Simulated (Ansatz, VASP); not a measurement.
## C in VASP and in Ansatz

File INCAR:

```
SYSTEM = C
PREC = Accurate
ENCUT = 520
EDIFF = 1E-6
ISMEAR = 0
SIGMA = 0.02
LREAL = .FALSE.
LASPH = .TRUE.
NELM = 80
ALGO = Normal
ISIF = 2
LWAVE = .FALSE.
LCHARG = .TRUE.
GGA = PE
LELF = .TRUE.
LVHAR = .TRUE.
NBANDS = 11
```

The input KPOINTS:

```
regular mesh
0
G
  16 16 16
  0 0 0
```

The input POSCAR:

```
C
1.0
    0.0000000000      2.1270000000      3.3480000000
    1.2280000000      0.0000000000      3.3480000000
    1.2280000000      2.1270000000      0.0000000000
C
2
Direct
    0.1666700000      0.8333300000      0.1666700000
    0.8333300000      0.1666700000      0.8333300000
```

Input for Ansatz:

```yaml
crystal:
  lattice:
    - [0.0, 2.127, 3.348]
    - [1.228, 0.0, 3.348]
    - [1.228, 2.127, 0.0]
  atoms:
    - { symbol: C, position: [0.16667, 0.83333, 0.16667] }
    - { symbol: C, position: [0.83333, 0.16667, 0.83333] }
basis:
  ecutwfc: 420
kpoints:
  mp_grid: { grid: [16, 16, 16] }
hamiltonian:
  xc: pbe
scf:
  occupations: { method: gaussian, width: 0.02 }
output:
  forces: true
  stress: true
  eigenvalues: true
```

Alike in both runs: task single point; functional PBE; k mesh 16 × 16 × 16; occupations gaussian, width 0.02 eV; no spin polarisation.

|  | VASP | Ansatz |
| --- | --- | --- |
| version | VASP 6.6.1 | Ansatz 0.2.0 |
| potentials or method | VASP PAW PBE potentials, release 64 (C), cutoff 520 eV | scalar-relativistic, plane waves, PAW |
| valence electrons in the cell | 8 | 8 |

|  | VASP | Ansatz | Ansatz less VASP |
| --- | --- | --- | --- |
| gap on the k mesh at the Fermi level (eV) | 0.21 | 0.21 | +0.001 |
| least direct gap on the mesh (eV) | 0.25 | 0.25 | +0.001 |
| pressure (GPa) | 5.0 | 4.6 | -0.45 |
| traceless stress, the component that is largest in VASP (GPa) | -1.08 | -0.55 | +0.536 |
| rms of the force components (eV/Å) | 0.010 | 0.010 | -0.0001 |

Atom by atom the forces differ by 0.000 eV/Å (rms over components). With one functional, cell and mesh, what is left measures potentials, basis and numerics.
